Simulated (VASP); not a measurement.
Write the native input for VASP 6.6.1 that does the following.

- Task: single point
- Functional: r2SCAN
- Potentials or basis: VASP PAW PBE potentials, release 64 (As)
- Cutoff: 520 eV
- k mesh: 10 × 10 × 10
- Occupations: fermi-dirac, width 0.1 eV
- Spin: no spin polarisation
- Dipole correction: no
- Further INCAR settings: ALGO = Normal; EDIFF = 1e-06; NBANDS = 12

Crystal: As.

```
CELL_PARAMETERS angstrom
0.00000 3.00435 3.00435
3.00435 0.00000 3.00435
3.00435 3.00435 0.00000
ATOMIC_POSITIONS crystal
As 0.00000 0.00000 0.00000
As 0.25000 0.25000 0.25000
```

These files were run (other wordings do the same):

POSCAR

```
As
1.0
    0.0000000000      3.0043450054      3.0043450054
    3.0043450054      0.0000000000      3.0043450054
    3.0043450054      3.0043450054      0.0000000000
As
2
Direct
    0.0000000000      0.0000000000      0.0000000000
    0.2500000000      0.2500000000      0.2500000000
```

INCAR.step1

```
ALGO     = Normal         # electronic algorithm
EDIFF    = 1E-4           # SCF threshold, eV
ENCUT    = 520            # plane-wave cutoff, eV
GGA      = PE             # functional
ISMEAR   = -1             # smearing method
LASPH    = True           # aspherical terms in the spheres
LCHARG   = False          # write CHGCAR
LREAL    = False          # projectors in reciprocal space
LWAVE    = True           # write WAVECAR
NBANDS   = 12             # bands
NELM     = 60             # most SCF steps
PREC     = Accurate       # precision mode
SIGMA    = 0.1            # smearing width, eV
```

INCAR.step2

```
ALGO     = Normal         # electronic algorithm
EDIFF    = 1E-6           # SCF threshold, eV
ENCUT    = 520            # plane-wave cutoff, eV
ISIF     = 2              # what is computed and relaxed
ISMEAR   = -1             # smearing method
ISTART   = 1            
LASPH    = True           # aspherical terms in the spheres
LCHARG   = True           # write CHGCAR
LELF     = True           # ELF
LMIXTAU  = True         
LREAL    = False          # projectors in reciprocal space
LVHAR    = True         
LWAVE    = False          # write WAVECAR
METAGGA  = R2SCAN         # meta-GGA
NBANDS   = 12             # bands
NELM     = 60             # most SCF steps
PREC     = Accurate       # precision mode
SIGMA    = 0.1            # smearing width, eV
```

KPOINTS

```
k-points
0
Gamma
  10 10 10
```

Potentials or basis: VASP PAW PBE potentials, release 64 (As).

Run with:

```sh
$ cat potpaw_PBE.64/As/POTCAR > POTCAR
$ cp INCAR.step1 INCAR
$ mpirun -np 1 vasp_std > vasp.out
$ cp INCAR.step2 INCAR
$ mpirun -np 1 vasp_std > vasp.out
```

Results of the run:

| Item | Value |
| --- | --- |
| Pressure | 1.4 GPa |
| Band gap on the k mesh | zero (band 5 reaches 4.16 eV, above the bottom of band 6 at 2.57 eV) |

Caveat: the PAW data sets were made with another functional, which shifts forces and pressure a little.

It took 53 s on 1 thread of AMD EPYC 9R45 96-Core Processor (Zen 5), with other jobs on the host, peak memory 0.16 GiB.
